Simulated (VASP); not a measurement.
TiAl3, 4 atoms in the cell. The structure is tetragonal, space group I4/mmm (No. 139). Conventional cell: a = 3.823 Å, b = 3.823 Å, c = 8.561 Å, α = 90.00°, β = 90.00°, γ = 90.00°. Ti (site symmetry 4/mmm) has 12 Al at 2.70 to 2.87 Å within 3.6 Å. Al (site symmetry 4/mmm) has 4 Ti at 2.70 Å and 8 Al at 2.87 Å within 3.6 Å. Within 3.6 Å of Al (site symmetry -4m2) lie 8 Al at 2.70 to 2.87 Å and 4 Ti at 2.87 Å. 

* Program: VASP 6.6.1
* Task: single point
* Functional: r2SCAN
* Potentials or basis: VASP PAW PBE potentials, release 64 (Ti_sv, Al)
* Cutoff: 520 eV
* k mesh: 16 × 16 × 16
* Occupations: gaussian, width 0.1 eV
* Spin: no spin polarisation
* Dipole correction: no
* Further INCAR settings: ALGO = Normal; EDIFF = 1e-07; NBANDS = 18

Potentials or basis: VASP PAW PBE potentials, release 64 (Ti_sv, Al).

Launch:

```bash
$ cat potpaw_PBE.64/Ti_sv/POTCAR potpaw_PBE.64/Al/POTCAR > POTCAR
$ cp INCAR.step1 INCAR
$ mpirun -np 1 vasp_std > vasp.out
$ cp INCAR.step2 INCAR
$ mpirun -np 1 vasp_std > vasp.out
```

Hardware: 1 thread of Intel Xeon 8259CL, on a shared host.

Task: How long does it take, and how much memory?

Result: Wall time 71 min on 1 thread of Intel Xeon 8259CL, with other jobs on the host, peak memory 0.54 GiB. Counts: k points 349.
